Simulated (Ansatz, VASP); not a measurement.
**One calculation of WC, two programs**

```
W C
1.0
     2.90050    0.00000    0.00000
    -1.45025    2.51191    0.00000
     0.00000    0.00000    2.82900
W C
1 1
Direct
  0.02884 0.02111 0.00000
  0.66667 0.33333 0.50000
```

Change from the starting cell: all W atoms moved +0.075 Å, as atom 1 along Cartesian [1 1 0].

Alike in both runs: task single point; functional PBE; k mesh 18 × 18 × 16; occupations gaussian, width 0.15 eV; no spin polarisation.

|  | VASP | Ansatz |
| --- | --- | --- |
| version | VASP 6.6.1 | Ansatz 0.2.0 |
| potentials or method | VASP PAW PBE potentials, release 64 (W_sv, C), cutoff 520 eV | scalar-relativistic, plane waves, PAW |
| valence electrons in the cell | 18 | 18 |

|  | VASP | Ansatz | Ansatz less VASP |
| --- | --- | --- | --- |
| gap on the k mesh at the Fermi level (eV) | none | none | - |
| pressure (GPa) | 10.5 | 9.4 | -1.18 |
| traceless stress, the component that is largest in VASP (GPa) | -2.99 | -2.83 | +0.158 |
| rms of the force components (eV/Å) | 0.722 | 0.719 | -0.0034 |

Atom by atom the forces differ by 0.003 eV/Å (rms over components). A gap of «none» marks a metal or a gap that the smearing closes. With one functional, cell and mesh, what is left measures potentials, basis and numerics.

Spin-orbit coupling is off throughout.
